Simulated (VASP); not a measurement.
Input of a VASP 6.6.1 run:

Contents of INCAR:

```
SYSTEM = Sb
ALGO = Normal
EDIFF = 1E-6
ENCUT = 520
GGA = RE
ISIF = 2
ISMEAR = -1
LASPH = .True.
LCHARG = .False.
LREAL = .False.
LWAVE = .False.
NBANDS = 12
NELM = 80
PREC = Accurate
SIGMA = 0.05
```

Contents of KPOINTS:

```
k-points
0
Gamma
  9 9 5
  0 0 0
```

POSCAR

```
Sb
1.0
    3.4619289755      0.0000000000      0.0000000000
   -1.7309644878      2.9981184389      0.0000000000
    0.0000000000      0.0000000000      5.3515111508
Sb
2
Direct
    0.6666666667      0.3333333333      0.7500000000
    0.3333333333      0.6666666667      0.2500000000
```

Potentials or basis: VASP PAW PBE potentials, release 64 (Sb).

The run is started by

```console
$ cat potpaw_PBE.64/Sb/POTCAR > POTCAR
$ mpirun -np 1 vasp_std > vasp.out
```

Question: Estimate the pressure.

Answer: -0.2 GPa.

Question: Predict the band gap on the k mesh.

Answer: Zero (band 5 reaches 11.65 eV, above the bottom of band 6 at 5.67 eV).

Caveat: the PAW data sets were made with another functional, which shifts forces and pressure a little; spin-orbit coupling is left out, which moves the levels of the heavy elements.
